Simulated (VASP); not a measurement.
# Sc3B2Sb in VASP: further runs

The runs below take Sc3B2Sb through single point, with PBE.

Program: VASP 6.6.1. These are calculated values, not measurements. Logs are shortened: lines on timing, memory, paths and dates and some standing lists are left out, and cuts for length are marked.

### 1 The cell of the first run

The typed cell holds 6 atoms: a = 4.923 Å, b = 4.923 Å, c = 4.692 Å, α = 90.00°, β = 90.00°, γ = 90.00°.

The cell was generated, and may not be a known phase.

### 2 Single point, PBE

File INCAR:

```
PREC     = Accurate       # precision mode
ENCUT    = 520            # plane-wave cutoff, eV
EDIFF    = 1E-7           # SCF threshold, eV
ISMEAR   = 0              # smearing method
SIGMA    = 0.1            # smearing width, eV
LREAL    = F              # projectors in reciprocal space
LASPH    = T              # aspherical terms in the spheres
NELM     = 100            # most SCF steps
ALGO     = Normal         # electronic algorithm
ISIF     = 2              # what is computed and relaxed
LWAVE    = F              # write WAVECAR
LCHARG   = F              # write CHGCAR
GGA      = PE             # functional
NBANDS   = 31             # bands
```

File KPOINTS:

```
Automatic mesh
0
Gamma
  4 4 4
```

File POSCAR:

```
Sc3B2Sb
1.0
    4.9234294036      0.0000000000      0.0000000000
    0.0000000000      4.9234294036      0.0000000000
    0.0000000000      0.0000000000      4.6920757019
Sc B Sb
3 2 1
Direct
    0.5000000000      0.0000000000      0.9619014336
    0.0000000000      0.5000000000      0.9619014336
    0.5000000000      0.5000000000      0.4619166959
    0.5000000000      0.0000000000      0.4620168091
    0.0000000000      0.5000000000      0.4620168091
    0.0000000000      0.0000000000      0.4610025486
```

Potentials or basis: VASP PAW PBE potentials, release 64 (Sc_sv, B, Sb).

Command:

```sh
$ cat potpaw_PBE.64/Sc_sv/POTCAR potpaw_PBE.64/B/POTCAR potpaw_PBE.64/Sb/POTCAR > POTCAR
$ mpirun -np 1 vasp_std > vasp.out
```

OUTCAR:

```text
PREC = Accurate
   ENCUT = 520
   EDIFF = 1E-7
   ISMEAR = 0
   LREAL = F
   LASPH = T
   NELM = 100
   ISIF = 2
   GGA = PE

 ion  position               nearest neighbor table
   1  0.500  0.000  0.962-   4 2.35   4 2.35   6 3.40   6 3.40   3 3.40   3 3.40   3 3.40   3 3.40
                             6 3.40   6 3.40
   2  0.000  0.500  0.962-   5 2.35   5 2.35   6 3.40   6 3.40   3 3.40   3 3.40   3 3.40   3 3.40
                             6 3.40   6 3.40
   3  0.500  0.500  0.462-   4 2.46   5 2.46   4 2.46   5 2.46   1 3.40   1 3.40   2 3.40   2 3.40
                             1 3.40   1 3.40   2 3.40   2 3.40   6 3.48   6 3.48   6 3.48   6 3.48
   4  0.500  0.000  0.462-   1 2.35   1 2.35   3 2.46   3 2.46   6 2.46   6 2.46
   5  0.000  0.500  0.462-   2 2.35   2 2.35   3 2.46   3 2.46   6 2.46   6 2.46
   6  0.000  0.000  0.461-   4 2.46   5 2.46   5 2.46   4 2.46   2 3.40   1 3.40   1 3.40   2 3.40
                             2 3.40   1 3.40   2 3.40   1 3.40   3 3.48   3 3.48   3 3.48   3 3.48

  LATTYP: Found a simple tetragonal cell.
 ALAT       =     4.9234294036
 C/A-ratio  =     0.9530096437

  Lattice vectors:

 A1 = (   4.9234294036,   0.0000000000,   0.0000000000)
 A2 = (   0.0000000000,   4.9234294036,   0.0000000000)
 A3 = (   0.0000000000,   0.0000000000,   4.6920757019)

Analysis of symmetry for initial positions (statically):
=====================================================================
 Subroutine PRICEL returns:
 Original cell was already a primitive cell.

 Routine SETGRP: Setting up the symmetry group for a
 simple tetragonal supercell.

 Subroutine GETGRP returns: Found  8 space group operations
 (whereof  8 operations were pure point group operations)
 out of a pool of 16 trial point group operations.

The static configuration has the point symmetry C_4v.

Analysis of symmetry for dynamics (positions and initial velocities):
=====================================================================
 Subroutine PRICEL returns:
 Original cell was already a primitive cell.

 Routine SETGRP: Setting up the symmetry group for a
 simple tetragonal supercell.

 Subroutine GETGRP returns: Found  8 space group operations
 (whereof  8 operations were pure point group operations)
 out of a pool of 16 trial point group operations.

The dynamic configuration has the point symmetry C_4v.

 Subroutine INISYM returns: Found  8 space group operations
 (whereof  8 operations are pure point group operations),
 and found     1 'primitive' translations

----------------------------------------------------------------------------------------

                                     Primitive cell

  volume of cell :     113.7367

  direct lattice vectors                    reciprocal lattice vectors
     4.923429404  0.000000000  0.000000000     0.203110458  0.000000000  0.000000000
     0.000000000  4.923429404  0.000000000     0.000000000  0.203110458  0.000000000
     0.000000000  0.000000000  4.692075702     0.000000000  0.000000000  0.213125291

  length of vectors
     4.923429404  4.923429404  4.692075702     0.203110458  0.203110458  0.213125291

  position of ions in fractional coordinates (direct lattice)
     0.500000000  0.000000000  0.961901434
     0.000000000  0.500000000  0.961901434
     0.500000000  0.500000000  0.461916696
     0.500000000  0.000000000  0.462016809
     0.000000000  0.500000000  0.462016809
     0.000000000  0.000000000  0.461002549

  ion indices of the primitive-cell ions
   primitive index   ion index
                 1           1
                 2           2
                 3           3
                 4           4
                 5           5
                 6           6

----------------------------------------------------------------------------------------

 KPOINTS: Automatic mesh

Automatic generation of k-mesh.
 Grid dimensions read from file:
 generate k-points for:    4    4    4

 Generating k-lattice:

  Cartesian coordinates                     Fractional coordinates (reciprocal lattice)
     0.050777614  0.000000000  0.000000000     0.250000000  0.000000000  0.000000000
     0.000000000  0.050777614  0.000000000     0.000000000  0.250000000  0.000000000
     0.000000000  0.000000000  0.053281323     0.000000000  0.000000000  0.250000000

  Length of vectors
     0.050777614  0.050777614  0.053281323

  Shift w.r.t. Gamma in fractional coordinates (k-lattice)
     0.000000000  0.000000000  0.000000000

 Subroutine IBZKPT returns following result:
 ===========================================

 Found     18 irreducible k-points:

 Following reciprocal coordinates:
            Coordinates               Weight
  0.000000  0.000000  0.000000      1.000000
  0.250000  0.000000  0.000000      4.000000
  0.500000  0.000000  0.000000      2.000000
  0.250000  0.250000  0.000000      4.000000
  0.500000  0.250000  0.000000      4.000000
  0.500000  0.500000  0.000000      1.000000
[... 10 lines left out ...]
  0.500000  0.250000  0.500000      4.000000
  0.500000  0.500000  0.500000      1.000000
   k-points           NKPTS =     18   k-points in BZ     NKDIM =     18   number of bands    NBANDS=     31
   number of dos      NEDOS =    301   number of ions     NIONS =      6
   total plane-waves  NPLWV =  57600
   dimension x,y,z NGX =    40 NGY =   40 NGZ =   36
   dimension x,y,z NGXF=    80 NGYF=   80 NGZF=   72
   ions per type =               3   2   1
   NGX,Y,Z   is equivalent  to a cutoff of  13.51, 13.51, 12.76 a.u.
   NGXF,Y,Z  is equivalent  to a cutoff of  27.01, 27.01, 25.51 a.u.
 SYSTEM =  unknown system
   PREC   = accura    normal or accurate (medium, high low for compatibility)
   ISTART =      0    job   : 0-new  1-cont  2-samecut
   ICHARG =      2    charge: 1-file 2-atom 10-const
   ISPIN  =      1    spin polarized calculation?
   LNONCOLLINEAR =      F non collinear calculations
   LSORBIT =      F    spin-orbit coupling
   LASPH  =      T    aspherical Exc in radial PAW
   ENCUT  =  520.0 eV  38.22 Ry    6.18 a.u.   9.15  9.15  8.72*2*pi/ulx,y,z
   NELM   =    100;   NELMIN=  2; NELMDL= -5     # of ELM steps
   EDIFF  = 0.1E-06   stopping-criterion for ELM
   LREAL  =      F    real-space projection
   EDIFFG = 0.1E-05   stopping-criterion for IOM
   NSW    =      0    number of steps for IOM
   IBRION =     -1    ionic relax: 0-MD 1-quasi-New 2-CG
   NFREE  =      0    steps in history (QN), initial steepest desc. (CG)
   ISIF   =      2    stress and relaxation
   ISYM   =      2    0-nonsym 1-usesym 2-fastsym
   POTIM  = 0.5000    time-step for ionic-motion
   TEBEG  =    0.0;   TEEND  =   0.0 temperature during run
   PSTRESS=    0.0 pullay stress
   NELECT =      44.0000    total number of electrons
   NUPDOWN=      -1.0000    fix difference up-down
   EMIN   =  10.00;   EMAX   =-10.00  energy-range for DOS
   EFERMI =   0.00;   METHOD = LEGACY
   ISMEAR =     0;   SIGMA  =   0.10  broadening in eV -4-tet -1-fermi 0-gaus
   EFERMI_NEDOS =   21; number of points for ismear=-14 and -15
   IALGO  =     38    algorithm
   IMIX   =      4    mixing-type and parameters
     AMIX     =   0.40;   BMIX     =  1.00
     AMIX_MAG =   1.60;   BMIX_MAG =  1.00
  volume/ion in A,a.u.               =      18.96       127.92
  Fermi-wavevector in a.u.,A,eV,Ry     =   1.192868  2.254193 19.360180  1.422933
  Thomas-Fermi vector in A             =   2.328896
   LORBIT       =      0    0 simple, 1 ext, 2 COOP (PROOUT), +10 PAW based schemes
   GGA     = PE    functional components
   LHFCALC =     F    Hartree Fock is set to
   AEXX    =    0.0000 exact exchange contribution
   IVDW    =     0    specifies the selected vdW correction
   LEPSILON=     F    determine dielectric tensor
   LRPA    =     F    only Hartree local field effects (RPA)
 non-spin polarized calculation
 Gauss-broadening in eV      SIGMA  =   0.10
  energy-cutoff  :      520.00
  volume of cell :      113.74
 maximum number of plane-waves:      3108
 NGX is ok and might be reduce to    40
   NGX = 19   NGY = 19   NGZ = 17

 number of electron      43.9999993 magnetization

 Free energy of the ion-electron system (eV)
  ---------------------------------------------------
  ext. energy  EPLUGINS =         0.00000000
  ---------------------------------------------------
  free energy    TOTEN  =       -35.01649525 eV

  energy without entropy =      -34.98890083  energy(sigma->0) =      -35.00269804

 E-fermi :   5.2187     XC(G=0): -10.2274

 val. band max:        5.2115877002   @ k =   0.5000   0.5000   0.2500
 cond. band min:       5.2330844704   @ k =   0.2500   0.2500   0.2500
 fundamental gap:      0.0214967702
 Fermi energy:         5.2186905049

 k-point     1 :       0.0000    0.0000    0.0000
  band No.  band energies     occupation
      1     -44.3407      2.00000
      2     -44.3225      2.00000
      3     -43.7887      2.00000
      4     -23.1816      2.00000
      5     -23.1816      2.00000
      6     -22.9968      2.00000
[... 23 lines left out ...]
     30       7.8409      0.00000
     31       8.0615      0.00000

 k-point     2 :       0.2500    0.0000    0.0000
  band No.  band energies     occupation
      1     -44.3379      2.00000
      2     -44.3251      2.00000
      3     -43.7889      2.00000
      4     -23.1757      2.00000
      5     -23.1744      2.00000
      6     -23.0041      2.00000
[... 23 lines left out ...]
     30       7.7826      0.00000
     31       7.8250      0.00000

 k-point     3 :       0.5000    0.0000    0.0000
  band No.  band energies     occupation
      1     -44.3316      2.00000
      2     -44.3313      2.00000
      3     -43.7890      2.00000
      4     -23.1694      2.00000
      5     -23.1665      2.00000
      6     -23.0121      2.00000
[... 23 lines left out ...]
     30       7.1430      0.00000
     31       8.3368      0.00000

 k-point     4 :       0.2500    0.2500    0.0000
  band No.  band energies     occupation
      1     -44.3360      2.00000
      2     -44.3269      2.00000
      3     -43.7890      2.00000
      4     -23.2024      2.00000
      5     -23.1411      2.00000
      6     -23.0353      2.00000
[... 23 lines left out ...]
     30       7.3929      0.00000
     31       7.9558      0.00000

 k-point     5 :       0.5000    0.2500    0.0000
  band No.  band energies     occupation
      1     -44.3314      2.00000
      2     -44.3313      2.00000
      3     -43.7892      2.00000
      4     -23.2118      2.00000
      5     -23.1248      2.00000
      6     -23.0504      2.00000
[... 23 lines left out ...]
     30       7.4283      0.00000
     31       7.5594      0.00000
[... 338 lines left out ...]
     30       7.9548      0.00000
     31       8.4171      0.00000

 k-point    16 :       0.2500    0.2500    0.5000
  band No.  band energies     occupation
      1     -44.3357      2.00000
      2     -44.3269      2.00000
      3     -43.7892      2.00000
      4     -23.2009      2.00000
      5     -23.1399      2.00000
      6     -23.0427      2.00000
[... 23 lines left out ...]
     30       8.1936      0.00000
     31       8.2713      0.00000

 k-point    17 :       0.5000    0.2500    0.5000
  band No.  band energies     occupation
      1     -44.3313      2.00000
      2     -44.3313      2.00000
      3     -43.7892      2.00000
      4     -23.2104      2.00000
      5     -23.1241      2.00000
      6     -23.0640      2.00000
[... 23 lines left out ...]
     30       8.2347      0.00000
     31       8.4008      0.00000

 k-point    18 :       0.5000    0.5000    0.5000
  band No.  band energies     occupation
      1     -44.3312      2.00000
      2     -44.3312      2.00000
      3     -43.7892      2.00000
      4     -23.2286      2.00000
      5     -23.1067      2.00000
      6     -23.0867      2.00000
[... 23 lines left out ...]
     30       8.5297      0.00000
     31       8.5352      0.00000

------------------------ aborting loop because EDIFF is reached ----------------------------------------

  FORCE on cell =-STRESS in cart. coord.  units (eV):
  Direction    XX          YY          ZZ          XY          YZ          ZX
  --------------------------------------------------------------------------------------
  -------------------------------------------------------------------------------------
  Total        0.3130943      0.3130943      0.1391761      0.0000000      0.0000000      0.0000000
  in kB        4.4104740      4.4104740      1.9605364      0.0000000      0.0000000      0.0000000
  external PRESSURE =       3.5938281 kB  Pullay stress =       0.0000000 kB

 VOLUME and BASIS-vectors are now :
 -----------------------------------------------------------------------------
  energy-cutoff  :      520.00
  volume of cell :      113.74
      direct lattice vectors                 reciprocal lattice vectors
     4.923429404  0.000000000  0.000000000     0.203110458  0.000000000  0.000000000
     0.000000000  4.923429404  0.000000000     0.000000000  0.203110458  0.000000000
     0.000000000  0.000000000  4.692075702     0.000000000  0.000000000  0.213125291

 POSITION                                       TOTAL-FORCE (eV/Angst)
 -----------------------------------------------------------------------------------
      2.46171      0.00000      4.51331         0.000000      0.000000      0.001389
      0.00000      2.46171      4.51331         0.000000      0.000000      0.001389
      2.46171      2.46171      2.16735         0.000000     -0.000000      0.000007
      2.46171      0.00000      2.16782         0.000000      0.000000     -0.004337
      0.00000      2.46171      2.16782         0.000000      0.000000     -0.004337
      0.00000      0.00000      2.16306         0.000000      0.000000      0.005890
 -----------------------------------------------------------------------------------
    total drift:                                0.000000      0.000000      0.000282

  FREE ENERGIE OF THE ION-ELECTRON SYSTEM (eV)
  ---------------------------------------------------
  free  energy   TOTEN  =       -35.0164952477 eV

  energy  without entropy=      -34.9889008251  energy(sigma->0) =      -35.00269804
```

Wall time 56 s (1 thread of Oxide Virtual Turin-like, shared host); peak memory 0.22 GiB.

Results:

```yaml
Free_energy: -35.0165 eV
Pressure: 0.4 GPa
Largest_force: 0.006 eV/Å
Band_gap_on_the_k_mesh: zero (bands 22 and 23 overlap by 0.48 eV)
```

Forces on the atoms (eV/Å):
```
Sc   0.000  0.000  0.001
Sc   0.000  0.000  0.001
Sc   0.000  0.000  0.000
B    0.000  0.000 -0.004
B    0.000  0.000 -0.004
Sb   0.000  0.000  0.006
```

Stress tensor (GPa, compression positive):
```
0.44 0.00 0.00
0.00 0.44 0.00
0.00 0.00 0.20
```

Caveat: spin-orbit coupling is left out, which moves the levels of the heavy elements.

### 3 Single point, PBE

This run uses another cell than the first one, of 18.90 Å³/atom.

File INCAR:

```
SYSTEM = Sc3B2Sb
PREC = Accurate ; ENCUT = 520
EDIFF = 1E-6 ; ISMEAR = 0
SIGMA = 0.1 ; LREAL = .FALSE.
LASPH = .TRUE. ; NELM = 80
ALGO = Fast ; ISIF = 2
LWAVE = .FALSE. ; LCHARG = .TRUE.
GGA = PE ; LELF = .TRUE.
LVHAR = .TRUE. ; NBANDS = 31
```

File KPOINTS:

```
regular mesh
0
G
  8 8 8
  0 0 0
```

File POSCAR:

```
Sc3B2Sb
1.0
    4.9143487539      0.0000000000      0.0000000000
    0.0000000000      4.9143487539      0.0000000000
    0.0000000000      0.0000000000      4.6944295218
Sc B Sb
3 2 1
Direct
    0.5000000000      0.0000000000      0.5000000000
    0.0000000000      0.5000000000      0.5000000000
    0.5000000000      0.5000000000      0.0000000000
    0.5000000000      0.0000000000      0.0000000000
    0.0000000000      0.5000000000      0.0000000000
    0.0000000000      0.0000000000      0.0000000000
```

Potentials or basis: VASP PAW PBE potentials, release 64 (Sc_sv, B, Sb).

Command:

```sh
$ cat potpaw_PBE.64/Sc_sv/POTCAR potpaw_PBE.64/B/POTCAR potpaw_PBE.64/Sb/POTCAR > POTCAR
$ mpirun -np 1 vasp_std > vasp.out
```

Run time: 3.9 min. Hardware: 1 thread of Oxide Virtual Turin-like, shared host; peak memory 0.36 GiB.

It converged, with:

* Free energy: -35.0237 eV
* Pressure: 0.2 GPa
* Band gap on the k mesh: zero (bands 22 and 23 overlap by 0.57 eV)

Levels at points of the mesh, in eV from the Fermi level:
```tsv
k point	band 20	band 21	band 22	band 23	band 24	band 25
(0.00, 0.00, 0.00)	-0.22	-0.05	-0.05	0.30	0.90	0.90
(0.50, 0.00, 0.00)	-0.74	-0.41	0.08	0.40	0.98	1.11
(0.50, 0.50, 0.00)	-0.65	-0.26	-0.26	0.16	0.35	1.28
(0.00, 0.00, 0.50)	-1.33	-0.73	-0.08	-0.08	0.27	0.71
(0.50, 0.00, 0.50)	-1.23	-1.09	-0.34	0.24	0.78	1.15
(0.50, 0.50, 0.50)	-1.15	-0.05	0.08	0.08	0.27	1.47
```

Caveat: spin-orbit coupling is left out, which moves the levels of the heavy elements.

### 4 Single point, PBE, collinear spin

File INCAR:

```
SYSTEM = Sc3B2Sb
PREC = Accurate
ENCUT = 520
EDIFF = 1E-7
ISMEAR = 0
SIGMA = 0.1
LREAL = .FALSE.
LASPH = .TRUE.
NELM = 150
ALGO = Fast
ISIF = 2
LWAVE = .FALSE.
LCHARG = .FALSE.
ISPIN = 2
MAGMOM = 1 1 1 0 0 0
LORBIT = 11
LMAXMIX = 4
GGA = PE
NBANDS = 35
```

File KPOINTS:

```
Automatic mesh
0
G
  4 4 4
  0 0 0
```

Edit POSCAR of step 3 so:

```diff
@@ -2,5 +2,5 @@
 1.0
-    4.9143487539      0.0000000000      0.0000000000
-    0.0000000000      4.9143487539      0.0000000000
-    0.0000000000      0.0000000000      4.6944295218
+    4.9234294036      0.0000000000      0.0000000000
+    0.0000000000      4.9234294036      0.0000000000
+    0.0000000000      0.0000000000      4.6920757019
 Sc B Sb
```

Command:

```sh
$ cat potpaw_PBE.64/Sc_sv/POTCAR potpaw_PBE.64/B/POTCAR potpaw_PBE.64/Sb/POTCAR > POTCAR
$ mpirun -np 1 vasp_std > vasp.out
```

It took 3 min on 1 thread of Oxide Virtual Turin-like, shared host; peak memory 0.3 GiB.

The run converged. Its results:

- Free energy: -35.0165 eV
- Pressure: 0.4 GPa
- Band gap on the k mesh: zero (filled and empty bands overlap)
- Net moment: 0.00 μB per cell
- Valence electrons inside the program's atomic spheres: Sc 9.41, 9.43 (each value once); B 1.77; Sb 2.36

Stress tensor (GPa, compression positive):
```
0.44 0.00 0.00
0.00 0.44 0.00
0.00 0.00 0.20
```

Levels at points of the mesh, in eV from the Fermi level:
Spin up:
```tsv
k point	band 20	band 21	band 22	band 23	band 24	band 25
(0.00, 0.00, 0.00)	-0.18	-0.01	-0.01	0.35	0.96	0.96
(0.50, 0.00, 0.00)	-0.69	-0.34	0.13	0.44	1.03	1.14
(0.50, 0.50, 0.00)	-0.59	-0.23	-0.23	0.20	0.39	1.34
(0.00, 0.00, 0.50)	-1.29	-0.69	-0.03	-0.03	0.30	0.75
(0.50, 0.00, 0.50)	-1.19	-1.03	-0.31	0.28	0.82	1.17
(0.50, 0.50, 0.50)	-1.09	-0.02	0.11	0.11	0.32	1.50
```
Spin down:
| k point | band 19 | band 20 | band 21 | band 22 | band 23 | band 24 | band 25 | band 26 |
| --- | --- | --- | --- | --- | --- | --- | --- | --- |
| (0.00, 0.00, 0.00) | -2.23 | -0.18 | -0.01 | -0.01 | 0.35 | 0.96 | 0.96 | 1.25 |
| (0.50, 0.00, 0.00) | -0.70 | -0.69 | -0.34 | 0.13 | 0.44 | 1.03 | 1.14 | 1.26 |
| (0.50, 0.50, 0.00) | -0.59 | -0.59 | -0.23 | -0.23 | 0.20 | 0.39 | 1.34 | 1.44 |
| (0.00, 0.00, 0.50) | -1.38 | -1.29 | -0.69 | -0.03 | -0.03 | 0.30 | 0.75 | 0.75 |
| (0.50, 0.00, 0.50) | -2.02 | -1.19 | -1.03 | -0.31 | 0.28 | 0.82 | 1.17 | 1.49 |
| (0.50, 0.50, 0.50) | -2.76 | -1.09 | -0.02 | 0.11 | 0.11 | 0.32 | 1.50 | 1.54 |

Caveat: spin-orbit coupling is left out, which moves the levels of the heavy elements.

### 5 Summary

| spin | cell | k mesh | gap on the mesh (eV) | pressure (GPa) |
| --- | --- | --- | --- | --- |
| off | a = 4.923, b = 4.923, c = 4.692 Å, 6 atoms, atomic positions A | 4 × 4 × 4 | none | 0.4 |
| off | a = 4.914, b = 4.914, c = 4.694 Å, 6 atoms, atomic positions B | 8 × 8 × 8 | none | 0.2 |
| collinear | a = 4.923, b = 4.923, c = 4.692 Å, 6 atoms, atomic positions B | 4 × 4 × 4 | none | 0.4 |

Alike in all rows: task single point; level PBE; potentials or basis VASP PAW PBE potentials, release 64 (Sc_sv, B, Sb); cutoff (eV) 520; smearing gaussian 0.1 eV.

Caveats: spin-orbit coupling is left out, which moves the levels of the heavy elements.

Absolute energies hang on the potentials; compare differences alone.

The gap in the log of VASP goes by the Fermi energy; the results here count the filled bands.